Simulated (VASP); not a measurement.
A run of VASP 6.6.1 is set up as follows.

POSCAR

```
BiB
1.0
    0.0000000000      2.6028191574      2.6028191574
    2.6028191574      0.0000000000      2.6028191574
    2.6028191574      2.6028191574      0.0000000000
B Bi
1 1
Direct
    0.0000000000      0.0000000000      0.0000000000
    0.5000000000      0.5000000000      0.5000000000
```

INCAR.step1

```
SYSTEM = BiB
ALGO     = Normal         ! electronic algorithm
EDIFF    = 1E-4           ! SCF threshold, eV
ENCUT    = 600            ! plane-wave cutoff, eV
GGA      = PE             ! functional
ISMEAR   = -1             ! smearing method
LASPH    = .TRUE.         ! aspherical terms in the spheres
LCHARG   = .FALSE.        ! write CHGCAR
LREAL    = .FALSE.        ! projectors in reciprocal space
LWAVE    = .TRUE.         ! write WAVECAR
NELM     = 100            ! most SCF steps
PREC     = Accurate       ! precision mode
SIGMA    = 0.03           ! smearing width, eV
```

The input INCAR.step2:

```
SYSTEM = BiB
ALGO     = Normal         ! electronic algorithm
BPARAM   = 11.95        
CPARAM   = 0.0093       
EDIFF    = 1E-7           ! SCF threshold, eV
EDIFFG   = -0.01          ! ionic threshold
ENCUT    = 600            ! plane-wave cutoff, eV
IBRION   = 2              ! ionic algorithm
ISIF     = 3              ! what is computed and relaxed
ISMEAR   = -1             ! smearing method
ISTART   = 1            
IVDW_NL  = 2            
LASPH    = .TRUE.         ! aspherical terms in the spheres
LCHARG   = .FALSE.        ! write CHGCAR
LMIXTAU  = .TRUE.       
LREAL    = .FALSE.        ! projectors in reciprocal space
LUSE_VDW = .TRUE.       
LWAVE    = .FALSE.        ! write WAVECAR
METAGGA  = R2SCAN         ! meta-GGA
NELM     = 100            ! most SCF steps
NSW      = 100            ! ionic steps
PREC     = Accurate       ! precision mode
SIGMA    = 0.03           ! smearing width, eV
```

KPOINTS

```
k-points
0
G
  8 8 8
  0 0 0
```

Potentials or basis: VASP PAW PBE potentials, release 64 (B, Bi_d).

The run is started by

```bash
$ cat potpaw_PBE.64/B/POTCAR potpaw_PBE.64/Bi_d/POTCAR > POTCAR
$ cp INCAR.step1 INCAR
$ mpirun -np 1 vasp_std > vasp.out
$ cp INCAR.step2 INCAR
$ mpirun -np 1 vasp_std > vasp.out
```

(1) Estimate the space group after relaxing (to 0.1 Å).

(2) Estimate the relaxed volume.

Results:

(1) Fm-3m (No. 225).

(2) 17.98 Å³/atom.

Caveat: the PAW data sets were made with another functional, which shifts forces and pressure a little.
